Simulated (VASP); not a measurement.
# Al2Cu (C2/m) in VASP: relaxation of cell and atoms with PBE

Aim: the relaxation of cell and atoms of Al2Cu with PBE.

All numbers are computed with VASP 6.6.1; they aren't measurements. Logs are shortened: lines on timing, memory, paths and dates and some standing lists are left out, and cuts for length are marked.

### 1 The cell of the first run

The structure is monoclinic, space group C2/m (No. 12). Conventional cell: a = 4.034 Å, b = 3.890 Å, c = 5.868 Å, α = 90.00°, β = 99.87°, γ = 90.00°. Within 3.5 Å of Al (site symmetry m) lie 4 Cu at 2.55 to 2.74 Å and 8 Al at 2.67 to 3.43 Å. Within 3.4 Å of Cu (site symmetry 2/m) lie 8 Al at 2.55 to 2.74 Å and 4 Cu at 2.80 Å.

The cell was generated, and may not be a known phase.

### 2 Relaxation of cell and atoms, PBE

Contents of INCAR:

```
SYSTEM = Al2Cu
PREC = Accurate ; ENCUT = 600
EDIFF = 1E-6 ; ISMEAR = 0
SIGMA = 0.1 ; LREAL = .FALSE.
LASPH = .TRUE. ; NELM = 100
ALGO = Fast ; ISIF = 3
LWAVE = .FALSE. ; LCHARG = .FALSE.
GGA = PE ; IBRION = 2
NSW = 100 ; EDIFFG = -0.01
```

Contents of KPOINTS:

```
Automatic mesh
0
G
  12 12 6
  0 0 0
```

Contents of POSCAR:

```
Al2Cu
1.0
    2.0171090354     -1.9451472240      0.0000000000
    2.0171090354      1.9451472240      0.0000000000
   -1.0056044746      0.0000000000      5.7808756737
Al Cu
2 1
Direct
    0.1038045110      0.1038045110      0.2960534702
    0.8961954890      0.8961954890      0.7039465298
    0.5000000000      0.5000000000      0.0000000000
```

Potentials or basis: VASP PAW PBE potentials, release 64 (Al, Cu).

Started as:

```bash
> cat potpaw_PBE.64/Al/POTCAR potpaw_PBE.64/Cu/POTCAR > POTCAR
> mpirun -np 1 vasp_std > vasp.out
```

OUTCAR:

```text
SYSTEM = Al2Cu
   PREC = Accurate
   ENCUT = 600
   EDIFF = 1E-6
   ISMEAR = 0
   LREAL = .FALSE.
   LASPH = .TRUE.
   NELM = 100
   ISIF = 3
   GGA = PE
   IBRION = 2
   NSW = 100
   EDIFFG = -0.01

 ion  position               nearest neighbor table
   1  0.104  0.104  0.296-   3 2.55   3 2.59   3 2.59   2 2.67   3 2.74   2 3.15   2 3.15
   2  0.896  0.896  0.704-   3 2.55   3 2.59   3 2.59   1 2.67   3 2.74   1 3.15   1 3.15
   3  0.500  0.500  0.000-   1 2.55   2 2.55   1 2.59   1 2.59   2 2.59   2 2.59   1 2.74   2 2.74

  LATTYP: Found a base centered monoclinic cell.
 ALAT       =     4.0342180708
 B/A-ratio  =     0.9643242829
 C/A-ratio  =     1.4544796589
 COS(beta)  =    -0.1713800143

  Lattice vectors:

 A1 = (   2.0171090354,  -1.9451472240,   0.0000000000)
 A2 = (   2.0171090354,   1.9451472240,   0.0000000000)
 A3 = (  -1.0056044746,   0.0000000000,   5.7808756737)

Analysis of symmetry for initial positions (statically):
=====================================================================
 Subroutine PRICEL returns:
 Original cell was already a primitive cell.

 Routine SETGRP: Setting up the symmetry group for a
 base centered monoclinic supercell.

 Subroutine GETGRP returns: Found  4 space group operations
 (whereof  4 operations were pure point group operations)
 out of a pool of  4 trial point group operations.

The static configuration has the point symmetry C_2h.

Analysis of symmetry for dynamics (positions and initial velocities):
=====================================================================
 Subroutine PRICEL returns:
 Original cell was already a primitive cell.

 Routine SETGRP: Setting up the symmetry group for a
 base centered monoclinic supercell.

 Subroutine GETGRP returns: Found  4 space group operations
 (whereof  4 operations were pure point group operations)
 out of a pool of  4 trial point group operations.

The dynamic configuration has the point symmetry C_2h.

 Subroutine INISYM returns: Found  4 space group operations
 (whereof  4 operations are pure point group operations),
 and found     1 'primitive' translations

----------------------------------------------------------------------------------------

                                     Primitive cell

  volume of cell :      45.3634

  direct lattice vectors                    reciprocal lattice vectors
     2.017109035 -1.945147224  0.000000000     0.247879510 -0.257049952  0.043119548
     2.017109035  1.945147224  0.000000000     0.247879510  0.257049952  0.043119548
[... 126 lines left out ...]

--------------------------------------- Ionic step        1  -------------------------------------------

 number of electron      17.0000007 magnetization

 Free energy of the ion-electron system (eV)
  ---------------------------------------------------
  ext. energy  EPLUGINS =         0.00000000
  ---------------------------------------------------
  free energy    TOTEN  =       -11.50540569 eV

  energy without entropy =      -11.50049993  energy(sigma->0) =      -11.50295281

------------------------ aborting loop because EDIFF is reached ----------------------------------------

  FORCE on cell =-STRESS in cart. coord.  units (eV):
  Direction    XX          YY          ZZ          XY          YZ          ZX
  --------------------------------------------------------------------------------------
  -------------------------------------------------------------------------------------
  Total       -0.2061156      0.3143577      0.0302410      0.0000000      0.0000000      0.0450186
  in kB       -7.2797426     11.1027166      1.0680733      0.0000000      0.0000000      1.5900010
  external PRESSURE =       1.6303491 kB  Pullay stress =       0.0000000 kB
[... 92 lines left out ...]
  FREE ENERGIE OF THE ION-ELECTRON SYSTEM (eV)
  ---------------------------------------------------
  free  energy   TOTEN  =       -11.5071839445 eV

  energy  without entropy=      -11.5021058505  energy(sigma->0) =      -11.50464490

[... ionic steps 4 to 68 ...]

--------------------------------------- Ionic step       69  -------------------------------------------

 number of electron      16.9999999 magnetization

------------------------ aborting loop because EDIFF is reached ----------------------------------------
[... 69 lines left out ...]
--------------------------------------- Ionic step       71  -------------------------------------------

 number of electron      16.9999999 magnetization

 Free energy of the ion-electron system (eV)
  ---------------------------------------------------
  ext. energy  EPLUGINS =         0.00000000
  ---------------------------------------------------
  free energy    TOTEN  =       -11.54182284 eV

  energy without entropy =      -11.53936675  energy(sigma->0) =      -11.54059480

 E-fermi :   7.3245     XC(G=0): -10.5667

 val. band max:        7.2825407992   @ k =  -0.4167   0.5000   0.3333
 cond. band min:       7.3374531544   @ k =  -0.4167   0.3333   0.3333
 fundamental gap:      0.0549123552
 Fermi energy:         7.3245320592

 k-point     1 :       0.0000    0.0000    0.0000
  band No.  band energies     occupation
      1      -3.1776      2.00000
      2       0.7676      2.00000
      3       1.3829      2.00000
      4       2.8187      2.00000
      5       3.6039      2.00000
      6       3.6059      2.00000
      7       3.8153      2.00000
      8       3.9545      2.00000
      9      13.3130      0.00000
     10      13.9228      0.00000
     11      13.9277      0.00000
     12      14.3029      0.00000
[... 331 lines left out ...]
 k-point    24 :      -0.4167    0.1667   -0.0000
  band No.  band energies     occupation
      1       0.3667      2.00000
      2       2.1405      2.00000
      3       2.5247      2.00000
      4       3.1461      2.00000
      5       3.3013      2.00000
      6       3.5506      2.00000
      7       4.9782      2.00000
      8       5.3752      2.00000
      9       5.5192      2.00000
     10       8.4299      0.00000
     11       9.2637      0.00000
     12      12.7054      0.00000

 [... further k-points ...]

------------------------ aborting loop because EDIFF is reached ----------------------------------------

  FORCE on cell =-STRESS in cart. coord.  units (eV):
  Direction    XX          YY          ZZ          XY          YZ          ZX
  --------------------------------------------------------------------------------------
  -------------------------------------------------------------------------------------
  Total        0.0097950     -0.0176986     -0.0116666      0.0000000      0.0000000      0.0053059
  in kB        0.3322844     -0.6004013     -0.3957744      0.0000000      0.0000000      0.1799955
  external PRESSURE =      -0.2212971 kB  Pullay stress =       0.0000000 kB
[... 18 lines left out ...]
  FREE ENERGIE OF THE ION-ELECTRON SYSTEM (eV)
  ---------------------------------------------------
  free  energy   TOTEN  =       -11.5418228441 eV

  energy  without entropy=      -11.5393667469  energy(sigma->0) =      -11.54059480

 reached required accuracy - stopping structural energy minimisation
```

Run time: 27 min. Hardware: 1 thread of Intel Xeon 6975P-C (Granite Rapids), shared host; peak memory 0.37 GiB.

What came out:

```
Free energy                           : -11.5418 eV
Relaxed volume                        : 15.74 Å³/atom
Relaxed cell                          : a = 2.844 Å, b = 2.844 Å, c = 5.839 Å, α = 90.14°, β = 90.14°, γ = 90.05°
Space group after relaxing (to 0.1 Å) : P4/mmm (No. 123)
Energy gained by relaxing             : 12.1 meV/atom
Ionic steps                           : 71
Pressure after relaxing               : 0.0 GPa
Largest force after relaxing          : 0.005 eV/Å
Band gap on the k mesh                : zero (an odd number of electrons rules out a gap without spin polarisation)
```

Forces on the atoms (eV/Å):
```
Al  -0.003  0.000  0.004
Al   0.003  0.000 -0.004
Cu   0.000  0.000  0.000
```

Stress tensor (GPa, compression positive):
```
 0.03  0.00  0.02
 0.00 -0.06  0.00
 0.02  0.00 -0.04
```

Step by step:
```tsv
step	energy change (eV)	largest force (eV/Å)	pressure (GPa)	volume (Å³)
1	0.0000	0.0536	0.16	45.36
3	-0.0018	0.0451	-0.23	45.54
5	-0.0021	0.0320	0.03	45.36
7	-0.0021	0.0306	0.21	45.30
9	-0.0022	0.0316	0.00	45.33
11	-0.0023	0.0303	-0.15	45.45
13	-0.0023	0.0304	-0.22	45.45
15	-0.0024	0.0281	-0.21	45.43
17	-0.0033	0.0193	0.24	45.33
19	-0.0033	0.0233	0.59	45.30
21	-0.0034	0.0231	0.46	45.30
23	-0.0037	0.0244	0.62	45.31
25	-0.0048	0.0343	0.68	45.36
27	-0.0067	0.0641	1.13	45.48
29	-0.0139	0.0877	0.74	45.99
31	-0.0070	0.5058	-0.23	47.93
33	-0.0226	0.1910	-0.08	47.06
35	-0.0292	0.0923	-0.53	47.55
37	-0.0309	0.0759	-0.27	47.31
39	-0.0334	0.0349	0.31	46.95
41	-0.0336	0.0531	-0.02	47.06
43	-0.0343	0.0420	0.02	47.18
45	-0.0347	0.0298	-0.20	47.26
47	-0.0348	0.0300	0.17	47.21
49	-0.0349	0.0270	-0.14	47.28
51	-0.0349	0.0322	-0.25	47.36
53	-0.0351	0.0392	-0.25	47.34
55	-0.0353	0.0489	0.03	47.32
57	-0.0360	0.0124	-0.18	47.38
59	-0.0361	0.0190	-0.44	47.41
61	-0.0363	0.0195	-0.38	47.34
63	-0.0363	0.0202	-0.20	47.27
65	-0.0363	0.0204	0.20	47.24
67	-0.0363	0.0202	-0.08	47.26
69	-0.0364	0.0041	0.08	47.24
71	-0.0364	0.0052	-0.02	47.23
```

Final structure:
```yaml
crystal:
  lattice:
    - [2.00289, -2.01184, 0.17089]
    - [2.00289, 2.01184, 0.17089]
    - [-0.51587, 0.00000, 5.81637]
  atoms:
    - { symbol: Al, position: [0.00225, 0.00225, 0.27718] }
    - { symbol: Al, position: [0.99775, 0.99775, 0.72282] }
    - { symbol: Cu, position: [0.50000, 0.50000, 0.00000] }
```

Levels at points of the mesh, in eV from the Fermi level:
| k point | band 6 | band 7 | band 8 | band 9 | band 10 | band 11 |
| --- | --- | --- | --- | --- | --- | --- |
| (0.00, 0.00, 0.00) | -3.72 | -3.51 | -3.37 | 5.99 | 6.60 | 6.60 |
| (0.50, 0.00, 0.00) | -3.63 | -2.67 | -2.25 | -2.01 | 0.03 | 0.78 |
| (0.50, 0.50, 0.00) | -2.08 | -2.07 | -0.39 | 0.95 | 2.64 | 2.65 |
| (0.00, 0.00, 0.50) | -3.72 | -3.37 | -1.27 | 0.85 | 7.18 | 7.18 |
| (0.50, 0.00, 0.50) | -3.81 | -3.63 | -3.18 | -2.38 | 3.72 | 3.78 |
| (0.50, 0.50, 0.50) | -1.47 | -1.46 | -0.43 | 0.34 | 0.35 | 1.58 |

The gap in the log of VASP goes by the Fermi energy; the results here count the filled bands.